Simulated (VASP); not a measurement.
# Ti in VASP: notebook

Ti is run at these levels: r2SCAN; tasks: single point.

All numbers are computed with VASP 6.6.1; they aren't measurements. Logs are shortened: lines on timing, memory, paths and dates and some standing lists are left out, and cuts for length are marked.

### Step 1. The cell of the first run

The cell holds a slab with vacuum, 3 atoms: a = 2.936 Å, b = 2.936 Å, c = 21.636 Å, α = 90.00°, β = 90.00°, γ = 120.00°.

### Step 2. Single point, r2SCAN

File POSCAR:

```
Ti
1.0
    2.9357969418      0.0000000000      0.0000000000
   -1.4678984709      2.5424747320      0.0000000000
    0.0000000000      0.0000000000     21.6361929089
Ti
3
Direct
    0.3333333333      0.6666666667      0.3928602428
    0.6666666667      0.3333333333      0.4950888538
    0.3333333333      0.6666666667      0.5972822239
```

File INCAR.step1:

```
SYSTEM = Ti
  PREC = Accurate
  ENCUT = 520
  ISMEAR = 0
  SIGMA = 0.1
  LREAL = .FALSE.
  LASPH = .TRUE.
  NELM = 100
  LDIPOL = .TRUE.
  IDIPOL = 3
  DIPOL = 0.5 0.5 0.495
  NBANDS = 25
  GGA = PE
  ALGO = Normal
  EDIFF = 1E-4
  LWAVE = .TRUE.
  LCHARG = .FALSE.
```

File INCAR.step2:

```
SYSTEM = Ti
  PREC = Accurate
  ENCUT = 520
  EDIFF = 1E-6
  ISMEAR = 0
  SIGMA = 0.1
  LREAL = .FALSE.
  LASPH = .TRUE.
  NELM = 100
  ALGO = Normal
  ISIF = 2
  LWAVE = .FALSE.
  LCHARG = .FALSE.
  LDIPOL = .TRUE.
  IDIPOL = 3
  DIPOL = 0.5 0.5 0.495
  METAGGA = R2SCAN
  LMIXTAU = .TRUE.
  NBANDS = 25
  ISTART = 1
```

File KPOINTS:

```
Automatic mesh
0
G
  12 12 1
  0 0 0
```

Potentials or basis: VASP PAW PBE potentials, release 64 (Ti_sv).

Launch:

```bash
cat potpaw_PBE.64/Ti_sv/POTCAR > POTCAR
cp INCAR.step1 INCAR
mpirun -np 1 vasp_std > vasp.out
cp INCAR.step2 INCAR
mpirun -np 1 vasp_std > vasp.out
```

OUTCAR:

```text
SYSTEM = Ti
   PREC = Accurate
   ENCUT = 520
   EDIFF = 1E-6
   ISMEAR = 0
   LREAL = .FALSE.
   LASPH = .TRUE.
   NELM = 100
   ISIF = 2
   METAGGA = R2SCAN
   ISTART = 1

 ion  position               nearest neighbor table
   1  0.333  0.667  0.393-   2 2.79   2 2.79   2 2.79
   2  0.667  0.333  0.495-   3 2.79   3 2.79   3 2.79   1 2.79   1 2.79   1 2.79
   3  0.333  0.667  0.597-   2 2.79   2 2.79   2 2.79

  LATTYP: Found a hexagonal cell.
 ALAT       =     2.9357969418
 C/A-ratio  =     7.3697852194

  Lattice vectors:

 A1 = (   2.9357969418,   0.0000000000,   0.0000000000)
 A2 = (  -1.4678984709,   2.5424747320,   0.0000000000)
 A3 = (   0.0000000000,   0.0000000000,  21.6361929089)

Analysis of symmetry for initial positions (statically):
=====================================================================
 Subroutine PRICEL returns:
 Original cell was already a primitive cell.

 Routine SETGRP: Setting up the symmetry group for a
 hexagonal supercell.

 Subroutine GETGRP returns: Found  6 space group operations
 (whereof  6 operations were pure point group operations)
 out of a pool of 24 trial point group operations.

The static configuration has the point symmetry C_3v.

Analysis of symmetry for dynamics (positions and initial velocities):
=====================================================================
 Subroutine PRICEL returns:
 Original cell was already a primitive cell.

 Routine SETGRP: Setting up the symmetry group for a
 hexagonal supercell.

 Subroutine GETGRP returns: Found  6 space group operations
 (whereof  6 operations were pure point group operations)
 out of a pool of 24 trial point group operations.

The dynamic configuration has the point symmetry C_3v.

 Subroutine INISYM returns: Found  6 space group operations
 (whereof  6 operations are pure point group operations),
 and found     1 'primitive' translations

----------------------------------------------------------------------------------------

                                     Primitive cell

  volume of cell :     161.4966

  direct lattice vectors                    reciprocal lattice vectors
     2.935796942  0.000000000  0.000000000     0.340623013  0.196658788  0.000000000
    -1.467898471  2.542474732  0.000000000     0.000000000  0.393317577  0.000000000
     0.000000000  0.000000000 21.636192909     0.000000000  0.000000000  0.046218852

  length of vectors
     2.935796942  2.935796942 21.636192909     0.393317577  0.393317577  0.046218852

  position of ions in fractional coordinates (direct lattice)
     0.333333333  0.666666667  0.392860243
     0.666666667  0.333333333  0.495088854
     0.333333333  0.666666667  0.597282224

  ion indices of the primitive-cell ions
   primitive index   ion index
                 1           1
                 2           2
                 3           3

----------------------------------------------------------------------------------------

 KPOINTS: Automatic mesh

Automatic generation of k-mesh.
 Grid dimensions read from file:
 generate k-points for:   12   12    1

 Generating k-lattice:

  Cartesian coordinates                     Fractional coordinates (reciprocal lattice)
     0.028385251  0.016388232  0.000000000     0.083333333  0.000000000  0.000000000
     0.000000000  0.032776465  0.000000000     0.000000000  0.083333333  0.000000000
     0.000000000  0.000000000  0.046218852     0.000000000  0.000000000  1.000000000

  Length of vectors
     0.032776465  0.032776465  0.046218852

  Shift w.r.t. Gamma in fractional coordinates (k-lattice)
     0.000000000  0.000000000  0.000000000

 Subroutine IBZKPT returns following result:
 ===========================================

 Found     19 irreducible k-points:

 Following reciprocal coordinates:
            Coordinates               Weight
  0.000000  0.000000  0.000000      1.000000
  0.083333  0.000000  0.000000      6.000000
  0.166667 -0.000000  0.000000      6.000000
  0.250000 -0.000000  0.000000      6.000000
  0.333333  0.000000  0.000000      6.000000
  0.416667 -0.000000  0.000000      6.000000
[... 11 lines left out ...]
  0.333333  0.250000  0.000000     12.000000
  0.333333  0.333333  0.000000      2.000000
   k-points           NKPTS =     19   k-points in BZ     NKDIM =     19   number of bands    NBANDS=     25
   number of dos      NEDOS =    301   number of ions     NIONS =      3
   total plane-waves  NPLWV =  93312
   dimension x,y,z NGX =    24 NGY =   24 NGZ =  162
   dimension x,y,z NGXF=    48 NGYF=   48 NGZF=  324
   ions per type =               3
   NGX,Y,Z   is equivalent  to a cutoff of  13.59, 13.59, 12.45 a.u.
   NGXF,Y,Z  is equivalent  to a cutoff of  27.18, 27.18, 24.90 a.u.
 SYSTEM =  Ti
   PREC   = accura    normal or accurate (medium, high low for compatibility)
   ISTART =      1    job   : 0-new  1-cont  2-samecut
   ICHARG =      0    charge: 1-file 2-atom 10-const
   ISPIN  =      1    spin polarized calculation?
   LNONCOLLINEAR =      F non collinear calculations
   LSORBIT =      F    spin-orbit coupling
   LASPH  =      T    aspherical Exc in radial PAW
   ENCUT  =  520.0 eV  38.22 Ry    6.18 a.u.   5.46  5.46 40.23*2*pi/ulx,y,z
   NELM   =    100;   NELMIN=  2; NELMDL=  0     # of ELM steps
   EDIFF  = 0.1E-05   stopping-criterion for ELM
   LREAL  =      F    real-space projection
[... 7 lines left out ...]
   TEBEG  =    0.0;   TEEND  =   0.0 temperature during run
   PSTRESS=    0.0 pullay stress
   NELECT =      36.0000    total number of electrons
   NUPDOWN=      -1.0000    fix difference up-down
   EMIN   =  10.00;   EMAX   =-10.00  energy-range for DOS
   EFERMI =   0.00;   METHOD = LEGACY
   ISMEAR =     0;   SIGMA  =   0.10  broadening in eV -4-tet -1-fermi 0-gaus
   EFERMI_NEDOS =   21; number of points for ismear=-14 and -15
   IALGO  =     38    algorithm
   IMIX   =      4    mixing-type and parameters
     AMIX     =   0.40;   BMIX     =  1.00
     AMIX_MAG =   1.60;   BMIX_MAG =  1.00
  volume/ion in A,a.u.               =      53.83       363.28
  Fermi-wavevector in a.u.,A,eV,Ry     =   0.992631  1.875801 13.406042  0.985316
  Thomas-Fermi vector in A             =   2.124456
   LORBIT       =      0    0 simple, 1 ext, 2 COOP (PROOUT), +10 PAW based schemes
   METAGGA = R2SCAN    functional components
   LHFCALC =     F    Hartree Fock is set to
   AEXX    =    0.0000 exact exchange contribution
   IVDW    =     0    specifies the selected vdW correction
   LEPSILON=     F    determine dielectric tensor
   LRPA    =     F    only Hartree local field effects (RPA)
 non-spin polarized calculation
 Gauss-broadening in eV      SIGMA  =   0.10
  energy-cutoff  :      520.00
  volume of cell :      161.50
 maximum number of plane-waves:      4449
 NGX is ok and might be reduce to    24

 dipolmoment           0.000000      0.000000      0.006491 electrons x Angstroem

 number of electron      35.9999995 magnetization

 dipolmoment           0.000000      0.000000     -0.000083 electrons x Angstroem

 Free energy of the ion-electron system (eV)
  ---------------------------------------------------
  ext. energy  EPLUGINS =         0.00000000
  ---------------------------------------------------
  free energy    TOTEN  =       -36.76476631 eV

  energy without entropy =      -36.73004801  energy(sigma->0) =      -36.74740716

 E-fermi :  -0.2190     XC(G=0):  -4.8145

 val. band max:       -0.2213619475   @ k =   0.1667   0.0833   0.0000
 cond. band min:      -0.2126337635   @ k =   0.0833   0.0000   0.0000
 fundamental gap:      0.0087281841
 Fermi energy:        -0.2189707298

 k-point     1 :       0.0000    0.0000    0.0000
  band No.  band energies     occupation
      1     -59.4665      2.00000
      2     -59.4516      2.00000
      3     -59.0964      2.00000
      4     -34.9455      2.00000
      5     -34.7629      2.00000
      6     -34.3596      2.00000
[... 17 lines left out ...]
     24       0.9876      0.00000
     25       0.9876      0.00000

 k-point     2 :       0.0833    0.0000    0.0000
  band No.  band energies     occupation
      1     -59.4605      2.00000
      2     -59.4465      2.00000
      3     -59.0921      2.00000
      4     -34.9335      2.00000
      5     -34.7624      2.00000
      6     -34.3929      2.00000
[... 17 lines left out ...]
     24       1.1012      0.00000
     25       1.1196      0.00000

 k-point     3 :       0.1667   -0.0000    0.0000
  band No.  band energies     occupation
      1     -59.4443      2.00000
      2     -59.4326      2.00000
      3     -59.0806      2.00000
      4     -34.9006      2.00000
      5     -34.7632      2.00000
      6     -34.4960      2.00000
[... 17 lines left out ...]
     24       1.2077      0.00000
     25       1.4241      0.00000

 k-point     4 :       0.2500   -0.0000    0.0000
  band No.  band energies     occupation
      1     -59.4220      2.00000
      2     -59.4135      2.00000
      3     -59.0648      2.00000
      4     -34.8577      2.00000
      5     -34.7722      2.00000
      6     -34.6203      2.00000
[... 17 lines left out ...]
     24       1.5865      0.00000
     25       1.9390      0.00000
[... 337 lines left out ...]
 k-point    17 :       0.2500    0.2500    0.0000
  band No.  band energies     occupation
      1     -59.3770      2.00000
      2     -59.3751      2.00000
      3     -59.0333      2.00000
      4     -34.8212      2.00000
      5     -34.7974      2.00000
      6     -34.7568      2.00000
[... 17 lines left out ...]
     24       2.3364      0.00000
     25       2.3899      0.00000

 k-point    18 :       0.3333    0.2500    0.0000
  band No.  band energies     occupation
      1     -59.3688      2.00000
      2     -59.3680      2.00000
      3     -59.0275      2.00000
      4     -34.8163      2.00000
      5     -34.8023      2.00000
      6     -34.7609      2.00000
[... 17 lines left out ...]
     24       2.5637      0.00000
     25       2.6360      0.00000

 k-point    19 :       0.3333    0.3333    0.0000
  band No.  band energies     occupation
      1     -59.3659      2.00000
      2     -59.3654      2.00000
      3     -59.0254      2.00000
      4     -34.7919      2.00000
      5     -34.7802      2.00000
      6     -34.7285      2.00000
[... 17 lines left out ...]
     24       2.6203      0.00000
     25       2.6486      0.00000

------------------------ aborting loop because EDIFF is reached ----------------------------------------

 vacuum level on the upper side and lower side of the slab       (xc-potential included)        -0.004         0.007

  FORCE on cell =-STRESS in cart. coord.  units (eV):
  Direction    XX          YY          ZZ          XY          YZ          ZX
  --------------------------------------------------------------------------------------
  -------------------------------------------------------------------------------------
  Total       -0.9079431     -0.9079431      0.1135603     -0.0000000      0.0000000      0.0000000
  in kB       -9.0075298     -9.0075298      1.1266096     -0.0000000      0.0000000      0.0000000
  external PRESSURE =      -5.6294833 kB  Pullay stress =       0.0000000 kB

 VOLUME and BASIS-vectors are now :
 -----------------------------------------------------------------------------
  energy-cutoff  :      520.00
  volume of cell :      161.50
      direct lattice vectors                 reciprocal lattice vectors
     2.935796942  0.000000000  0.000000000     0.340623013  0.196658788  0.000000000
    -1.467898471  2.542474732  0.000000000     0.000000000  0.393317577  0.000000000
     0.000000000  0.000000000 21.636192909     0.000000000  0.000000000  0.046218852

 POSITION                                       TOTAL-FORCE (eV/Angst)
 -----------------------------------------------------------------------------------
     -0.00000      1.69498      8.50000        -0.000000     -0.000000     -0.028588
      1.46790      0.84749     10.71184         0.000000      0.000000     -0.002625
     -0.00000      1.69498     12.92291        -0.000000     -0.000000      0.031213
 -----------------------------------------------------------------------------------
    total drift:                                0.000000     -0.000000     -0.001350

  FREE ENERGIE OF THE ION-ELECTRON SYSTEM (eV)
  ---------------------------------------------------
  free  energy   TOTEN  =       -36.7647663145 eV

  energy  without entropy=      -36.7300480110  energy(sigma->0) =      -36.74740716

 vacuum level on the upper side and lower side of the slab         4.310         4.312
```

Run time: 10 min. Hardware: 1 thread of Intel Xeon Platinum 8488C (Sapphire Rapids), shared host; peak memory 0.34 GiB.

What came out:

| Item | Value |
| --- | --- |
| Free energy | -36.7648 eV |
| Largest force | 0.031 eV/Å |
| Band gap on the k mesh | zero (band 18 reaches 0.56 eV, above the bottom of band 19 at -0.56 eV) |

Forces on the atoms (eV/Å):
```
Ti   0.000  0.000 -0.029
Ti   0.000  0.000 -0.003
Ti   0.000  0.000  0.031
```

Levels at points of the mesh, in eV from the Fermi level:
| k point | band 15 | band 16 | band 17 | band 18 | band 19 | band 20 | band 21 | band 22 |
| --- | --- | --- | --- | --- | --- | --- | --- | --- |
| (0.00, 0.00, 0.00) | -3.13 | -0.16 | -0.03 | 0.78 | 0.78 | 0.84 | 0.85 | 0.85 |
| (0.50, 0.00, 0.00) | -2.14 | -1.26 | -1.07 | 0.11 | 0.70 | 0.86 | 1.33 | 1.55 |

Caveat: the PAW data sets were made with another functional, which shifts forces and pressure a little.

### Step 3. Single point, r2SCAN

This run uses another cell than the first one: it holds 5 atoms, not 3.

File POSCAR:

```
Ti
1.0
    2.9357969430      0.0000000000      0.0000000000
   -1.4678984715      2.5424747330      0.0000000000
    0.0000000000      0.0000000000     26.2723858137
Ti
5
Direct
    0.6666666667      0.3333333333      0.3235336166
    0.3333333333      0.6666666667      0.4117668083
    0.6666666667      0.3333333333      0.5005181806
    0.3333333333      0.6666666667      0.5913194728
    0.6666666667      0.3333333333      0.6730926186
```

File INCAR.step1:

```
SYSTEM = Ti
PREC = Accurate
ENCUT = 520
ISMEAR = 0
SIGMA = 0.1
LREAL = .FALSE.
LASPH = .TRUE.
NELM = 100
LDIPOL = .TRUE.
IDIPOL = 3
DIPOL = 0.5 0.5 0.500
NBANDS = 38
GGA = PE
ALGO = Normal
EDIFF = 1E-4
LWAVE = .TRUE.
LCHARG = .FALSE.
```

File INCAR.step2:

```
SYSTEM = Ti
PREC = Accurate
ENCUT = 520
EDIFF = 1E-7
ISMEAR = 0
SIGMA = 0.1
LREAL = .FALSE.
LASPH = .TRUE.
NELM = 100
ALGO = Normal
ISIF = 2
LWAVE = .FALSE.
LCHARG = .FALSE.
LDIPOL = .TRUE.
IDIPOL = 3
DIPOL = 0.5 0.5 0.500
METAGGA = R2SCAN
LMIXTAU = .TRUE.
NBANDS = 38
ISTART = 1
```

File KPOINTS:

```
regular mesh
0
G
  12 12 1
  0 0 0
```

Potentials or basis: VASP PAW PBE potentials, release 64 (Ti_sv).

Launch:

```bash
cat potpaw_PBE.64/Ti_sv/POTCAR > POTCAR
cp INCAR.step1 INCAR
mpirun -np 1 vasp_std > vasp.out
cp INCAR.step2 INCAR
mpirun -np 1 vasp_std > vasp.out
```

OUTCAR:

```text
SYSTEM = Ti
   PREC = Accurate
   ENCUT = 520
   EDIFF = 1E-7
   ISMEAR = 0
   LREAL = .FALSE.
   LASPH = .TRUE.
   NELM = 100
   ISIF = 2
   METAGGA = R2SCAN
   ISTART = 1

 ion  position               nearest neighbor table
   1  0.667  0.333  0.324-   2 2.87   2 2.87   2 2.87
   2  0.333  0.667  0.412-   1 2.87   1 2.87   1 2.87   3 2.88   3 2.88   3 2.88
   3  0.667  0.333  0.501-   2 2.88   2 2.88   2 2.88
   4  0.333  0.667  0.591-   5 2.74   5 2.74   5 2.74
   5  0.667  0.333  0.673-   4 2.74   4 2.74   4 2.74

[... 982 lines left out ...]
  -------------------------------------------------------------------------------------
  Total       -1.1049140     -1.1049140     -1.1074046      0.0000000      0.0000000     -0.0000000
  in kB       -9.0272794     -9.0272794     -9.0476278      0.0000000      0.0000000     -0.0000000
  external PRESSURE =      -9.0340622 kB  Pullay stress =       0.0000000 kB

 VOLUME and BASIS-vectors are now :
 -----------------------------------------------------------------------------
  energy-cutoff  :      520.00
  volume of cell :      196.10
      direct lattice vectors                 reciprocal lattice vectors
     2.935796943  0.000000000  0.000000000     0.340623013  0.196658788  0.000000000
    -1.467898472  2.542474733  0.000000000     0.000000000  0.393317576  0.000000000
     0.000000000  0.000000000 26.272385814     0.000000000  0.000000000  0.038062778

 POSITION                                       TOTAL-FORCE (eV/Angst)
 -----------------------------------------------------------------------------------
      1.46790      0.84749      8.50000        -0.000000     -0.000000      0.550172
     -0.00000      1.69498     10.81810        -0.000000      0.000000     -0.573472
      1.46790      0.84749     13.14981        -0.000000      0.000000      0.004942
     -0.00000      1.69498     15.53537         0.000000      0.000000     -0.038650
      1.46790      0.84749     17.68375         0.000000     -0.000000      0.057007
 -----------------------------------------------------------------------------------
    total drift:                               -0.000000      0.000000     -0.002430

  FREE ENERGIE OF THE ION-ELECTRON SYSTEM (eV)
  ---------------------------------------------------
  free  energy   TOTEN  =       -62.6721780904 eV

  energy  without entropy=      -62.6265722398  energy(sigma->0) =      -62.64937517

 vacuum level on the upper side and lower side of the slab         5.844         5.916
```

OUTCAR.step1:

```text
SYSTEM = Ti
   PREC = Accurate
   ENCUT = 520
   ISMEAR = 0
   LREAL = .FALSE.
   LASPH = .TRUE.
   NELM = 100
   GGA = PE
[... 1010 lines left out ...]
     -0.00000      1.69498     15.53537         0.000000      0.000000     -0.009436
      1.46790      0.84749     17.68375        -0.000000      0.000000      0.043367
 -----------------------------------------------------------------------------------
    total drift:                               -0.000000      0.000000     -0.025237

  FREE ENERGIE OF THE ION-ELECTRON SYSTEM (eV)
  ---------------------------------------------------
  free  energy   TOTEN  =       -37.3246028217 eV

  energy  without entropy=      -37.2783089211  energy(sigma->0) =      -37.30145587

 vacuum level on the upper side and lower side of the slab         5.364         5.505
```

It took 35 min on 1 thread of AMD EPYC 7R13 (Zen 3), shared host; peak memory 0.4 GiB.

Results:

| Quantity | Value |
| --- | --- |
| Free energy | -62.6722 eV |
| Largest force | 0.573 eV/Å |
| Band gap on the k mesh | zero (band 30 reaches 2.00 eV, above the bottom of band 31 at 0.88 eV) |

Forces on the atoms (eV/Å):
```
Ti   0.000  0.000  0.550
Ti   0.000  0.000 -0.573
Ti   0.000  0.000  0.005
Ti   0.000  0.000 -0.039
Ti   0.000  0.000  0.057
```

Levels at points of the mesh, in eV from the Fermi level:
```
           k point  band 27  band 28  band 29  band 30  band 31  band 32  band 33  band 34
(0.00, 0.00, 0.00)    -0.05     0.24     0.38     0.73     0.74     0.74     0.78     0.78
(0.50, 0.00, 0.00)    -1.21    -1.01    -0.88     0.23     0.40     0.76     1.06     1.14
```

Caveat: the PAW data sets were made with another functional, which shifts forces and pressure a little.
